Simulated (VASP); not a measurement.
# GaP (I-4m2) in VASP: further runs

Runs on GaP. Level: LDA. Tasks: single point.

Program: VASP 6.6.1. These are calculated values, not measurements. Logs are shortened: lines on timing, memory, paths and dates and some standing lists are left out, and cuts for length are marked.

**1. The cell of the first run**

The structure is tetragonal, space group I-4m2 (No. 119). Conventional cell: a = 3.854 Å, b = 3.854 Å, c = 5.560 Å, α = 90.00°, β = 90.00°, γ = 90.00°. Within 3.1 Å of Ga (site symmetry -4m2) lie 4 P at 2.38 Å. P (site symmetry -4m2) has 4 Ga at 2.38 Å within 3.1 Å.

**2. Single point, LDA (zz strain of +2 %)**

File INCAR:

```
ALGO = Normal ; EDIFF = 1E-6
ENCUT = 520 ; ISIF = 2
ISMEAR = -1 ; LASPH = True
LCHARG = False ; LREAL = False
LWAVE = False ; NBANDS = 16
NELM = 60 ; PREC = Accurate
SIGMA = 0.05
```

File KPOINTS:

```
k-points
0
Gamma
  10 10 10
```

File POSCAR:

```
GaP
1.0
    0.0000000000      2.7252500000      2.7797550000
    2.7252500000      0.0000000000      2.7797550000
    2.7252500000      2.7252500000      0.0000000000
Ga P
1 1
Direct
    0.0000000000      0.0000000000      0.0000000000
    0.7500000000      0.7500000000      0.7500000000
```

Potentials or basis: VASP PAW LDA potentials, release 64 (Ga_d, P).

On the command line:

```bash
$ cat potpaw_LDA.64/Ga_d/POTCAR potpaw_LDA.64/P/POTCAR > POTCAR
$ mpirun -np 1 vasp_std > vasp.out
```

OUTCAR:

```text
EDIFF = 1E-6
   ENCUT = 520
   ISIF = 2
   ISMEAR = -1
   LASPH = True
   LREAL = False
   NELM = 60
   PREC = Accurate

 ion  position               nearest neighbor table
   1  0.000  0.000  0.000-   2 2.38   2 2.38   2 2.38   2 2.38
   2  0.750  0.750  0.750-   1 2.38   1 2.38   1 2.38   1 2.38

  LATTYP: Found a body centered tetragonal cell.
 ALAT       =     3.8540855109
 C/A-ratio  =     1.4424978336

  Lattice vectors:

 A1 = (  -2.7252500000,   0.0000000000,   2.7797550000)
 A2 = (   2.7252500000,   0.0000000000,   2.7797550000)
 A3 = (   0.0000000000,   2.7252500000,  -2.7797550000)

Analysis of symmetry for initial positions (statically):
=====================================================================
 Subroutine PRICEL returns:
 Original cell was already a primitive cell.

 Routine SETGRP: Setting up the symmetry group for a
 body centered tetragonal supercell.

 Subroutine GETGRP returns: Found  8 space group operations
 (whereof  8 operations were pure point group operations)
 out of a pool of 16 trial point group operations.

The static configuration has the point symmetry D_2d.

Analysis of symmetry for dynamics (positions and initial velocities):
=====================================================================
 Subroutine PRICEL returns:
 Original cell was already a primitive cell.

 Routine SETGRP: Setting up the symmetry group for a
 body centered tetragonal supercell.

 Subroutine GETGRP returns: Found  8 space group operations
 (whereof  8 operations were pure point group operations)
 out of a pool of 16 trial point group operations.

The dynamic configuration has the point symmetry D_2d.

 Subroutine INISYM returns: Found  8 space group operations
 (whereof  8 operations are pure point group operations),
 and found     1 'primitive' translations

----------------------------------------------------------------------------------------

                                     Primitive cell

  volume of cell :      41.2904

  direct lattice vectors                    reciprocal lattice vectors
     0.000000000  2.725250000  2.779755000    -0.183469406  0.183469406  0.179871967
     2.725250000  0.000000000  2.779755000     0.183469406 -0.183469406  0.179871967
     2.725250000  2.725250000  0.000000000     0.183469406  0.183469406 -0.179871967

  length of vectors
     3.892817158  3.892817158  3.854085511     0.315715015  0.315715015  0.315715015

  position of ions in fractional coordinates (direct lattice)
     0.000000000  0.000000000  0.000000000
[... 79 lines left out ...]
   LREAL  =      F    real-space projection
   EDIFFG = 0.1E-04   stopping-criterion for IOM
   NSW    =      0    number of steps for IOM
   IBRION =     -1    ionic relax: 0-MD 1-quasi-New 2-CG
   NFREE  =      0    steps in history (QN), initial steepest desc. (CG)
   ISIF   =      2    stress and relaxation
   ISYM   =      2    0-nonsym 1-usesym 2-fastsym
   POTIM  = 0.5000    time-step for ionic-motion
   TEBEG  =    0.0;   TEEND  =   0.0 temperature during run
   PSTRESS=    0.0 pullay stress
   NELECT =      18.0000    total number of electrons
   NUPDOWN=      -1.0000    fix difference up-down
   EMIN   =  10.00;   EMAX   =-10.00  energy-range for DOS
   EFERMI =   0.00;   METHOD = LEGACY
   ISMEAR =    -1;   SIGMA  =   0.05  broadening in eV -4-tet -1-fermi 0-gaus
   EFERMI_NEDOS =   21; number of points for ismear=-14 and -15
   IALGO  =     38    algorithm
   IMIX   =      4    mixing-type and parameters
     AMIX     =   0.40;   BMIX     =  1.00
     AMIX_MAG =   1.60;   BMIX_MAG =  1.00
  volume/ion in A,a.u.               =      20.65       139.32
  Fermi-wavevector in a.u.,A,eV,Ry     =   1.241317  2.345748 20.964770  1.540867
  Thomas-Fermi vector in A             =   2.375720
   LORBIT       =      0    0 simple, 1 ext, 2 COOP (PROOUT), +10 PAW based schemes
   GGA     = CA    functional components
   LHFCALC =     F    Hartree Fock is set to
   AEXX    =    0.0000 exact exchange contribution
   IVDW    =     0    specifies the selected vdW correction
   LEPSILON=     F    determine dielectric tensor
   LRPA    =     F    only Hartree local field effects (RPA)
 non-spin polarized calculation
  energy-cutoff  :      520.00
  volume of cell :       41.29
 maximum number of plane-waves:      1124
 NGX is ok and might be reduce to    30
   NGX = 15   NGY = 15   NGZ = 15

 number of electron      17.9999996 magnetization

 Free energy of the ion-electron system (eV)
  ---------------------------------------------------
  ext. energy  EPLUGINS =         0.00000000
  ---------------------------------------------------
  free energy    TOTEN  =       -10.42287524 eV

  energy without entropy =      -10.42287523  energy(sigma->0) =      -10.42287523

 E-fermi :   5.0066     XC(G=0): -10.0770

 val. band max:        4.3397868069   @ k =   0.0000   0.0000   0.0000
 cond. band min:       5.7297064165   @ k =   0.4000   0.0000   0.4000
 fundamental gap:      1.3899196096
 Fermi energy:         5.0065830850

 k-point     1 :       0.0000    0.0000    0.0000
  band No.  band energies     occupation
      1     -10.3724      2.00000
      2     -10.3667      2.00000
      3     -10.3667      2.00000
      4     -10.2777      2.00000
      5     -10.2752      2.00000
      6      -8.0594      2.00000
[... 433 lines left out ...]
      3     -10.3218      2.00000
      4     -10.2957      2.00000
      5     -10.2638      2.00000
      6      -6.1584      2.00000
[... 8 lines left out ...]
     15      16.1000      0.00000
     16      17.6643      0.00000

 [... further k-points ...]

------------------------ aborting loop because EDIFF is reached ----------------------------------------

  FORCE on cell =-STRESS in cart. coord.  units (eV):
  Direction    XX          YY          ZZ          XY          YZ          ZX
  --------------------------------------------------------------------------------------
  -------------------------------------------------------------------------------------
  Total       -0.9329385     -0.9329385     -1.3408538      0.0000000     -0.0000000      0.0000000
  in kB      -36.2004848    -36.2004848    -52.0286779      0.0000000     -0.0000000      0.0000000
  external PRESSURE =     -41.4765492 kB  Pullay stress =       0.0000000 kB

 VOLUME and BASIS-vectors are now :
 -----------------------------------------------------------------------------
  energy-cutoff  :      520.00
  volume of cell :       41.29
      direct lattice vectors                 reciprocal lattice vectors
     0.000000000  2.725250000  2.779755000    -0.183469406  0.183469406  0.179871967
     2.725250000  0.000000000  2.779755000     0.183469406 -0.183469406  0.179871967
     2.725250000  2.725250000  0.000000000     0.183469406  0.183469406 -0.179871967

 POSITION                                       TOTAL-FORCE (eV/Angst)
 -----------------------------------------------------------------------------------
      0.00000      0.00000      0.00000        -0.000000     -0.000000      0.000000
      4.08788      4.08788      4.16963         0.000000      0.000000     -0.000000
 -----------------------------------------------------------------------------------
    total drift:                               -0.000000     -0.000000      0.000000

  FREE ENERGIE OF THE ION-ELECTRON SYSTEM (eV)
  ---------------------------------------------------
  free  energy   TOTEN  =       -10.4228752409 eV

  energy  without entropy=      -10.4228752260  energy(sigma->0) =      -10.42287523
```

OSZICAR:

```text
N       E                     dE             d eps       ncg     rms          rms(c)
DAV:   1     0.799722301014E+02    0.79972E+02   -0.89791E+03  3376   0.160E+03
DAV:   2    -0.435689113369E+01   -0.84329E+02   -0.80605E+02  3696   0.311E+02
DAV:   3    -0.106258062322E+02   -0.62689E+01   -0.62476E+01  4152   0.656E+01
DAV:   4    -0.107309653991E+02   -0.10516E+00   -0.10514E+00  4080   0.919E+00
DAV:   5    -0.107330552970E+02   -0.20899E-02   -0.20897E-02  4208   0.114E+00    0.421E+00
DAV:   6    -0.104723789586E+02    0.26068E+00   -0.35762E-01  5088   0.997E+00    0.269E+00
DAV:   7    -0.104277309940E+02    0.44648E-01   -0.78212E-02  4456   0.191E+00    0.102E+00
DAV:   8    -0.104228929951E+02    0.48380E-02   -0.10842E-02  3840   0.114E+00    0.170E-01
DAV:   9    -0.104228657982E+02    0.27197E-04   -0.97009E-04  4936   0.410E-01    0.652E-02
DAV:  10    -0.104228689811E+02   -0.31829E-05   -0.48983E-05  4544   0.744E-02    0.289E-02
DAV:  11    -0.104228754611E+02   -0.64800E-05   -0.88138E-06  4152   0.440E-02    0.716E-03
DAV:  12    -0.104228752409E+02    0.22026E-06   -0.48144E-07  2784   0.702E-03
   1 F= -.10422875E+02 E0= -.10422875E+02  d E =-.148232E-07
```

Run time: 79 s. Hardware: 1 thread of Intel Xeon Platinum 8375C at 2.90GHz (Ice Lake), shared host; peak memory 0.19 GiB.

Results:

| Item | Value |
| --- | --- |
| Free energy | -10.4229 eV |
| Pressure | -4.1 GPa |
| Band gap on the k mesh | 1.39 eV, indirect (least direct gap 1.43 eV) |

Caveat: the cell differs from its parent crystal (zz strain of +2 %).

**3. Single point, LDA (zz strain of +3 %)**

INCAR, as its differences from that of step 2:

```diff
@@ -5,3 +5,3 @@
 LWAVE = False ; NBANDS = 16
-NELM = 60 ; PREC = Accurate
+NELM = 80 ; PREC = Accurate
 SIGMA = 0.05
```

KPOINTS is that of step 2.

File POSCAR:

```
GaP
1.0
    0.0000000000      2.7252500000      2.8070075000
    2.7252500000      0.0000000000      2.8070075000
    2.7252500000      2.7252500000      0.0000000000
Ga P
1 1
Direct
    0.0000000000      0.0000000000      0.0000000000
    0.7500000000      0.7500000000      0.7500000000
```

Potentials or basis: VASP PAW LDA potentials, release 64 (Ga_d, P).

On the command line:

```bash
$ cat potpaw_LDA.64/Ga_d/POTCAR potpaw_LDA.64/P/POTCAR > POTCAR
$ mpirun -np 1 vasp_std > vasp.out
```

OUTCAR:

```text
EDIFF = 1E-6
   ENCUT = 520
   ISIF = 2
   ISMEAR = -1
   LASPH = True
   LREAL = False
   NELM = 80
   PREC = Accurate

 ion  position               nearest neighbor table
   1  0.000  0.000  0.000-   2 2.38   2 2.38   2 2.38   2 2.38
   2  0.750  0.750  0.750-   1 2.38   1 2.38   1 2.38   1 2.38

  LATTYP: Found a body centered tetragonal cell.
 ALAT       =     3.8540855109
 C/A-ratio  =     1.4566399692

  Lattice vectors:

 A1 = (  -2.7252500000,   0.0000000000,   2.8070075000)
 A2 = (   2.7252500000,   0.0000000000,   2.8070075000)
 A3 = (   0.0000000000,   2.7252500000,  -2.8070075000)

Analysis of symmetry for initial positions (statically):
=====================================================================
 Subroutine PRICEL returns:
 Original cell was already a primitive cell.

 Routine SETGRP: Setting up the symmetry group for a
 body centered tetragonal supercell.

 Subroutine GETGRP returns: Found  8 space group operations
 (whereof  8 operations were pure point group operations)
 out of a pool of 16 trial point group operations.

The static configuration has the point symmetry D_2d.

Analysis of symmetry for dynamics (positions and initial velocities):
=====================================================================
 Subroutine PRICEL returns:
 Original cell was already a primitive cell.

 Routine SETGRP: Setting up the symmetry group for a
 body centered tetragonal supercell.

 Subroutine GETGRP returns: Found  8 space group operations
 (whereof  8 operations were pure point group operations)
 out of a pool of 16 trial point group operations.

The dynamic configuration has the point symmetry D_2d.

 Subroutine INISYM returns: Found  8 space group operations
 (whereof  8 operations are pure point group operations),
 and found     1 'primitive' translations

----------------------------------------------------------------------------------------

                                     Primitive cell

  volume of cell :      41.6952

  direct lattice vectors                    reciprocal lattice vectors
     0.000000000  2.725250000  2.807007500    -0.183469406  0.183469406  0.178125637
     2.725250000  0.000000000  2.807007500     0.183469406 -0.183469406  0.178125637
     2.725250000  2.725250000  0.000000000     0.183469406  0.183469406 -0.178125637

  length of vectors
     3.912323947  3.912323947  3.854085511     0.314723353  0.314723353  0.314723353

  position of ions in fractional coordinates (direct lattice)
     0.000000000  0.000000000  0.000000000
     0.750000000  0.750000000  0.750000000

  ion indices of the primitive-cell ions
   primitive index   ion index
                 1           1
                 2           2

----------------------------------------------------------------------------------------

 KPOINTS: k-points

Automatic generation of k-mesh.
 Grid dimensions read from file:
 generate k-points for:   10   10   10

 Generating k-lattice:

  Cartesian coordinates                     Fractional coordinates (reciprocal lattice)
    -0.018346941  0.018346941  0.017812564     0.100000000  0.000000000  0.000000000
     0.018346941 -0.018346941  0.017812564     0.000000000  0.100000000  0.000000000
     0.018346941  0.018346941 -0.017812564     0.000000000  0.000000000  0.100000000

  Length of vectors
     0.031472335  0.031472335  0.031472335

  Shift w.r.t. Gamma in fractional coordinates (k-lattice)
     0.000000000  0.000000000  0.000000000

 Subroutine IBZKPT returns following result:
 ===========================================

 Found    102 irreducible k-points:

 Following reciprocal coordinates:
            Coordinates               Weight
  0.000000  0.000000  0.000000      1.000000
  0.100000  0.000000  0.000000      8.000000
  0.200000  0.000000  0.000000      8.000000
  0.300000  0.000000  0.000000      8.000000
  0.400000  0.000000  0.000000      8.000000
  0.500000  0.000000  0.000000      4.000000
[... 16 lines left out ...]
  0.300000  0.300000  0.000000      2.000000
  0.400000  0.300000  0.000000      8.000000
 [... further k-points ...]
   k-points           NKPTS =    102   k-points in BZ     NKDIM =    102   number of bands    NBANDS=     16
   number of dos      NEDOS =    301   number of ions     NIONS =      2
   total plane-waves  NPLWV =  27000
   dimension x,y,z NGX =    30 NGY =   30 NGZ =   30
   dimension x,y,z NGXF=    60 NGYF=   60 NGZF=   60
   ions per type =               1   1
   NGX,Y,Z   is equivalent  to a cutoff of  12.75, 12.75, 12.94 a.u.
   NGXF,Y,Z  is equivalent  to a cutoff of  25.50, 25.50, 25.88 a.u.
 SYSTEM =  unknown system
   PREC   = accura    normal or accurate (medium, high low for compatibility)
   ISTART =      0    job   : 0-new  1-cont  2-samecut
   ICHARG =      2    charge: 1-file 2-atom 10-const
   ISPIN  =      1    spin polarized calculation?
   LNONCOLLINEAR =      F non collinear calculations
   LSORBIT =      F    spin-orbit coupling
   LASPH  =      T    aspherical Exc in radial PAW
   ENCUT  =  520.0 eV  38.22 Ry    6.18 a.u.   7.27  7.27  7.17*2*pi/ulx,y,z
   NELM   =     80;   NELMIN=  2; NELMDL= -5     # of ELM steps
   EDIFF  = 0.1E-05   stopping-criterion for ELM
   LREAL  =      F    real-space projection
   EDIFFG = 0.1E-04   stopping-criterion for IOM
   NSW    =      0    number of steps for IOM
   IBRION =     -1    ionic relax: 0-MD 1-quasi-New 2-CG
   NFREE  =      0    steps in history (QN), initial steepest desc. (CG)
   ISIF   =      2    stress and relaxation
   ISYM   =      2    0-nonsym 1-usesym 2-fastsym
   POTIM  = 0.5000    time-step for ionic-motion
   TEBEG  =    0.0;   TEEND  =   0.0 temperature during run
   PSTRESS=    0.0 pullay stress
   NELECT =      18.0000    total number of electrons
   NUPDOWN=      -1.0000    fix difference up-down
   EMIN   =  10.00;   EMAX   =-10.00  energy-range for DOS
   EFERMI =   0.00;   METHOD = LEGACY
   ISMEAR =    -1;   SIGMA  =   0.05  broadening in eV -4-tet -1-fermi 0-gaus
   EFERMI_NEDOS =   21; number of points for ismear=-14 and -15
   IALGO  =     38    algorithm
   IMIX   =      4    mixing-type and parameters
     AMIX     =   0.40;   BMIX     =  1.00
     AMIX_MAG =   1.60;   BMIX_MAG =  1.00
  volume/ion in A,a.u.               =      20.85       140.69
  Fermi-wavevector in a.u.,A,eV,Ry     =   1.237286  2.338132 20.828855  1.530878
  Thomas-Fermi vector in A             =   2.371860
   LORBIT       =      0    0 simple, 1 ext, 2 COOP (PROOUT), +10 PAW based schemes
   GGA     = CA    functional components
   LHFCALC =     F    Hartree Fock is set to
   AEXX    =    0.0000 exact exchange contribution
   IVDW    =     0    specifies the selected vdW correction
   LEPSILON=     F    determine dielectric tensor
   LRPA    =     F    only Hartree local field effects (RPA)
 non-spin polarized calculation
  energy-cutoff  :      520.00
  volume of cell :       41.70
 maximum number of plane-waves:      1140
 NGX is ok and might be reduce to    30
   NGX = 15   NGY = 15   NGZ = 15

 number of electron      17.9999998 magnetization

 Free energy of the ion-electron system (eV)
  ---------------------------------------------------
  ext. energy  EPLUGINS =         0.00000000
  ---------------------------------------------------
  free energy    TOTEN  =       -10.40829691 eV

  energy without entropy =      -10.40829688  energy(sigma->0) =      -10.40829690

 E-fermi :   4.9024     XC(G=0): -10.0343

 val. band max:        4.2611860154   @ k =   0.0000   0.0000   0.0000
 cond. band min:       5.5924432277   @ k =   0.0000   0.0000   0.0000
 fundamental gap:      1.3312572123
 Fermi energy:         4.9024081752

 k-point     1 :       0.0000    0.0000    0.0000
  band No.  band energies     occupation
      1     -10.4571      2.00000
      2     -10.4486      2.00000
      3     -10.4486      2.00000
      4     -10.3641      2.00000
      5     -10.3603      2.00000
      6      -8.0851      2.00000
[... 8 lines left out ...]
     15      13.6822      0.00000
     16      14.2271      0.00000
[... 419 lines left out ...]
 k-point    24 :       0.4000    0.3000    0.0000
  band No.  band energies     occupation
      1     -10.5339      2.00000
      2     -10.4080      2.00000
      3     -10.4057      2.00000
      4     -10.3790      2.00000
      5     -10.3512      2.00000
      6      -6.2268      2.00000
[... 8 lines left out ...]
     15      16.0053      0.00000
     16      17.4545      0.00000

 [... further k-points ...]

------------------------ aborting loop because EDIFF is reached ----------------------------------------

  FORCE on cell =-STRESS in cart. coord.  units (eV):
  Direction    XX          YY          ZZ          XY          YZ          ZX
  --------------------------------------------------------------------------------------
  -------------------------------------------------------------------------------------
  Total       -1.0492472     -1.0492472     -1.6709790      0.0000000      0.0000000     -0.0000000
  in kB      -40.3182926    -40.3182926    -64.2089134      0.0000000      0.0000000     -0.0000000
  external PRESSURE =     -48.2818329 kB  Pullay stress =       0.0000000 kB

 VOLUME and BASIS-vectors are now :
 -----------------------------------------------------------------------------
  energy-cutoff  :      520.00
  volume of cell :       41.70
      direct lattice vectors                 reciprocal lattice vectors
     0.000000000  2.725250000  2.807007500    -0.183469406  0.183469406  0.178125637
     2.725250000  0.000000000  2.807007500     0.183469406 -0.183469406  0.178125637
     2.725250000  2.725250000  0.000000000     0.183469406  0.183469406 -0.178125637

 POSITION                                       TOTAL-FORCE (eV/Angst)
 -----------------------------------------------------------------------------------
      0.00000      0.00000      0.00000        -0.000000     -0.000000     -0.000000
      4.08788      4.08788      4.21051         0.000000      0.000000      0.000000
 -----------------------------------------------------------------------------------
    total drift:                               -0.000000     -0.000000     -0.000000

  FREE ENERGIE OF THE ION-ELECTRON SYSTEM (eV)
  ---------------------------------------------------
  free  energy   TOTEN  =       -10.4082969081 eV

  energy  without entropy=      -10.4082968849  energy(sigma->0) =      -10.40829690
```

Wall time 76 s (1 thread of Intel Xeon Platinum 8375C at 2.90GHz (Ice Lake), shared host); peak memory 0.19 GiB.

What came out:

- Free energy: -10.4083 eV
- Pressure: -4.8 GPa
- Band gap on the k mesh: 1.33 eV, direct

Levels at points of the mesh, in eV from the valence-band top:
```tsv
k point	band 7	band 8	band 9	band 10	band 11	band 12
(0.00, 0.00, 0.00)	-0.17	0.00	0.00	1.33	3.72	3.72
(0.50, 0.00, 0.00)	-6.60	-1.26	-1.02	1.35	4.49	4.69
(0.50, 0.50, 0.00)	-6.88	-2.53	-2.53	1.63	1.84	10.18
(0.50, 0.00, 0.50)	-6.70	-2.73	-2.72	1.43	1.56	10.10
```

Caveat: the cell differs from its parent crystal (zz strain of +3 %). A k mesh can miss the band edges.
